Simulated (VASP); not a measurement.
A run of VASP 6.6.1 is set up as follows.

Contents of INCAR:

```
ALGO     = Fast           # electronic algorithm
EDIFF    = 1E-6           # SCF threshold, eV
ENCUT    = 520            # plane-wave cutoff, eV
GGA      = RE             # functional
ISIF     = 2              # what is computed and relaxed
ISMEAR   = -1             # smearing method
ISPIN    = 2              # spin polarisation
LASPH    = True           # aspherical terms in the spheres
LCHARG   = True           # write CHGCAR
LELF     = True           # ELF
LMAXMIX  = 4              # l up to which the mixer works
LORBIT   = 11             # projections on sites
LREAL    = False          # projectors in reciprocal space
LVHAR    = True         
LWAVE    = False          # write WAVECAR
MAGMOM   = 1 1 0 0.6 0    # initial moments
NBANDS   = 40             # bands
NELM     = 150            # most SCF steps
PREC     = Accurate       # precision mode
SIGMA    = 0.05           # smearing width, eV
```

KPOINTS

```
k-points
0
Gamma
  6 6 4
```

The input POSCAR:

```
NiMoIrPdW
1.0
    4.1321798752      0.0000028974      0.0000000000
   -2.0660924468      3.5785712962      0.0000000000
    0.0000000000      0.0000000000      5.4704330257
Ni Mo Pd Ir W
1 1 1 1 1
Direct
    0.0000000000      0.0000000000      0.9564468105
    0.6666666667      0.3333333333      0.9639243177
    0.6666666667      0.3333333333      0.4640729061
    0.3333333333      0.6666666667      0.7249620822
    0.3333333333      0.6666666667      0.2350438836
```

Potentials or basis: VASP PAW PBE potentials, release 64 (Ni, Mo_sv, Pd, Ir, W_sv).

Run with:

```bash
$ cat potpaw_PBE.64/Ni/POTCAR potpaw_PBE.64/Mo_sv/POTCAR potpaw_PBE.64/Pd/POTCAR potpaw_PBE.64/Ir/POTCAR potpaw_PBE.64/W_sv/POTCAR > POTCAR
$ mpirun -np 1 vasp_std > vasp.out
```

(1) Estimate the largest force.

(2) Predict the pressure.

## Answers

(1) 0.014 eV/Å.

(2) 0.2 GPa.

Caveat: the PAW data sets were made with another functional, which shifts forces and pressure a little.
